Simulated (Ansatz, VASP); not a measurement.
## One calculation of H2Os3, two programs

The input INCAR:

```
SYSTEM = H2Os3
PREC = Accurate
ENCUT = 520
EDIFF = 1E-7
ISMEAR = 0
SIGMA = 0.1
LREAL = .False.
LASPH = .True.
NELM = 150
ALGO = Normal
ISIF = 2
LWAVE = .False.
LCHARG = .True.
ISPIN = 2
MAGMOM = 0 0 1 1 1
LORBIT = 11
LMAXMIX = 4
GGA = PE
LELF = .True.
LVHAR = .True.
NBANDS = 25
```

KPOINTS

```
Automatic mesh
0
Gamma
  6 6 4
  0 0 0
```

POSCAR

```
H2Os3
1.0
    2.8677554458      0.0000000000      0.0000000000
   -1.4338777229      2.4835490679      0.0000000000
    0.0000000000      0.0000000000      6.9706263089
H Os
2 3
Direct
    0.6666666667      0.3333333333      0.2038759151
    0.6666666667      0.3333333333      0.7961240849
    0.0000000000      0.0000000000      0.3172753537
    0.0000000000      0.0000000000      0.6827246463
    0.3333333333      0.6666666667      0.0000000000
```

Input for Ansatz:

```yaml
crystal:
  lattice:
    - [2.8677554458, 0.0, 0.0]
    - [-1.4338777229, 2.4835490679, 0.0]
    - [0.0, 0.0, 6.9706263089]
  atoms:
    - { symbol: H, position: [0.6666666667, 0.3333333333, 0.2038759151] }
    - { symbol: H, position: [0.6666666667, 0.3333333333, 0.7961240849] }
    - { symbol: Os, position: [0.0, 0.0, 0.3172753537], spin: 1.0 }
    - { symbol: Os, position: [0.0, 0.0, 0.6827246463], spin: 1.0 }
    - { symbol: Os, position: [0.3333333333, 0.6666666667, 0.0], spin: 1.0 }
basis:
  ecutwfc: 420
kpoints:
  mp_grid: { grid: [6, 6, 4] }
hamiltonian:
  xc: pbe
scf:
  occupations: { method: gaussian, width: 0.1 }
  lower_state_search: "off"
output:
  forces: true
  stress: true
  eigenvalues: true
  populations: true
magnetization:
  spin_polarized: true
```

Alike in both runs: task single point; functional PBE; k mesh 6 × 6 × 4; occupations gaussian, width 0.1 eV; collinear spin.

```csv
,VASP,Ansatz
version,VASP 6.6.1,Ansatz 0.2.0
potentials or method,"VASP PAW PBE potentials, release 64 (H, Os), cutoff 520 eV","scalar-relativistic, plane waves, PAW"
valence electrons in the cell,26,50
```

```tsv
	VASP	Ansatz	Ansatz less VASP
gap on the k mesh at the Fermi level (eV)	none	none	-
pressure (GPa)	0.7	0.0	-0.66
traceless stress, the component that is largest in VASP (GPa)	-0.35	0.07	+0.415
rms of the force components (eV/Å)	0.042	0.001	-0.0411
net moment per atom (μB)	0.00	0.00	0.000
```

Atom by atom the forces differ by 0.042 eV/Å (rms over components). A gap of «none» marks a metal or a gap that the smearing closes. VASP's potentials hold 26 valence electrons a cell and Ansatz's 50, so a difference there can come from the potentials and not from the codes. Ansatz's warnings: seeded moment not kept.

The k mesh is coarse, so the values compare programs but aren't converged. Spin-orbit coupling is off throughout.
